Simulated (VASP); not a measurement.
A run of VASP 6.6.1 is set up as follows.

File INCAR:

```
SYSTEM = KCl2
PREC = Accurate ; ENCUT = 600
EDIFF = 1E-7 ; ISMEAR = 0
SIGMA = 0.1 ; LREAL = .FALSE.
LASPH = .TRUE. ; NELM = 80
ALGO = Normal ; ISIF = 3
LWAVE = .FALSE. ; LCHARG = .FALSE.
GGA = PE ; IBRION = 2
NSW = 100 ; EDIFFG = -0.01
```

File KPOINTS:

```
Automatic mesh
0
G
  12 12 10
  0 0 0
```

Contents of POSCAR:

```
KCl2
1.0
    4.2250898828      0.0000000000      0.0000000000
    0.0000000000      4.2250898828      0.0000000000
    0.0000000000      0.0000000000      5.4129398599
K Cl
1 2
Direct
    0.5000000000      0.5000000000      0.0000000000
    0.0000000000      0.0000000000      0.2519663809
    0.0000000000      0.0000000000      0.7480336191
```

Potentials or basis: VASP PAW PBE potentials, release 64 (K_sv, Cl).

Launch:

```bash
$ cat potpaw_PBE.64/K_sv/POTCAR potpaw_PBE.64/Cl/POTCAR > POTCAR
$ mpirun -np 1 vasp_std > vasp.out
```

(1) What does it give for the band gap on the k mesh?

(2) What does it give for the relaxed cell?

(3) What does it give for the space group after relaxing (to 0.1 Å)?

(4) What does it give for the relaxed volume?

Results:

(1) zero (an odd number of electrons rules out a gap without spin polarisation).

(2) a = 4.229 Å, b = 4.229 Å, c = 5.329 Å, α = 90.00°, β = 90.00°, γ = 90.00°.

(3) P4/mmm (No. 123).

(4) 31.78 Å³/atom.

Caveat: an odd number of electrons without spin polarisation forces a metal; a magnetic or distorted state may lie lower.
